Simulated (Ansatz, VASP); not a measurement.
# ScAl3P2: VASP beside Ansatz

```
Sc Al P
1.0
     5.52630    0.00000    0.00000
     0.00000    5.52630    0.00000
     0.00000    0.00000    4.52175
Sc Al P
1 3 2
Direct
  0.00000 0.00000 0.00000
  0.00000 0.50000 0.00000
  0.50000 0.00000 0.00000
  0.50000 0.50000 0.00000
  0.00000 0.50000 0.50000
  0.50000 0.00000 0.50000
```

Alike in both runs: task relaxation of cell and atoms; functional PBE; k mesh 8 × 8 × 8; occupations gaussian, width 0.1 eV; no spin polarisation.

|  | VASP | Ansatz |
| --- | --- | --- |
| version | VASP 6.6.1 | Ansatz 0.2.0 |
| potentials or method | VASP PAW PBE potentials, release 64 (Sc_sv, Al, P), cutoff 600 eV | scalar-relativistic, plane waves, PAW |
| valence electrons in the cell | 30 | 30 |

Ansatz gave:

| Property | Result |
| --- | --- |
| gap on the k mesh at the Fermi level, each at its own relaxed structure (eV) | none |
| relaxed volume (Å³/atom) | 23.06 |
| relaxed cell length with the largest relative difference (Å) | 4.544 |

Task: Which values does VASP return?

Result: gap on the k mesh at the Fermi level, each at its own relaxed structure (eV): none; relaxed volume (Å³/atom): 23.07; relaxed cell length with the largest relative difference (Å): 4.542.

A gap of «none» marks a metal or a gap that the smearing closes.
